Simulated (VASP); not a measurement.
Set up this calculation in VASP 6.6.1, as the native input.

| Item | Value |
| --- | --- |
| Task | single point |
| Functional | r2SCAN |
| Potentials or basis | VASP PAW PBE potentials, release 64 (Na_pv, H) |
| Cutoff | 520 eV |
| k mesh | 6 × 6 × 4 |
| Occupations | gaussian, width 0.01 eV |
| Spin | no spin polarisation |
| Dipole correction | no |
| Further INCAR settings | ALGO = Normal; EDIFF = 1e-07; NBANDS = 16 |

NaH:

```
Na H
1.0
     3.87260    0.00000    0.00000
    -1.93630    3.35377    0.00000
     0.00000    0.00000    4.72976
Na H
2 2
Direct
  0.33333 0.66667 0.25000
  0.66667 0.33333 0.75000
  0.66667 0.33333 0.25000
  0.33333 0.66667 0.75000
```

This cell differs from its parent crystal: volume changed by -6%.

One way to write it, as run:

POSCAR

```
NaH
1.0
    3.8726048959      0.0000000000      0.0000000000
   -1.9363024479      3.3537742186      0.0000000000
    0.0000000000      0.0000000000      4.7297589020
Na H
2 2
Direct
    0.3333333333      0.6666666667      0.2500000000
    0.6666666667      0.3333333333      0.7500000000
    0.6666666667      0.3333333333      0.2500000000
    0.3333333333      0.6666666667      0.7500000000
```

INCAR.step1

```
  ALGO = Normal
  EDIFF = 1E-4
  ENCUT = 520
  GGA = PE
  ISMEAR = 0
  LASPH = True
  LCHARG = False
  LREAL = False
  LWAVE = True
  NBANDS = 16
  NELM = 60
  PREC = Accurate
  SIGMA = 0.01
```

INCAR.step2

```
  ALGO = Normal
  EDIFF = 1E-7
  ENCUT = 520
  ISIF = 2
  ISMEAR = 0
  ISTART = 1
  LASPH = True
  LCHARG = False
  LMIXTAU = True
  LREAL = False
  LWAVE = False
  METAGGA = R2SCAN
  NBANDS = 16
  NELM = 60
  PREC = Accurate
  SIGMA = 0.01
```

KPOINTS

```
k-points
0
Gamma
  6 6 4
```

Potentials or basis: VASP PAW PBE potentials, release 64 (Na_pv, H).

Launch:

```console
$ cat potpaw_PBE.64/Na_pv/POTCAR potpaw_PBE.64/H/POTCAR > POTCAR
$ cp INCAR.step1 INCAR
$ mpirun -np 1 vasp_std > vasp.out
$ cp INCAR.step2 INCAR
$ mpirun -np 1 vasp_std > vasp.out
```

Results of the run:

```
Pressure               : 1.3 GPa
Band gap on the k mesh : 3.70 eV, indirect (least direct gap 4.63 eV)
```

Caveat: the PAW data sets were made with another functional, which shifts forces and pressure a little.

It took 4.2 min on 1 thread of AMD EPYC 7R13, with other jobs on the host, peak memory 0.15 GiB.
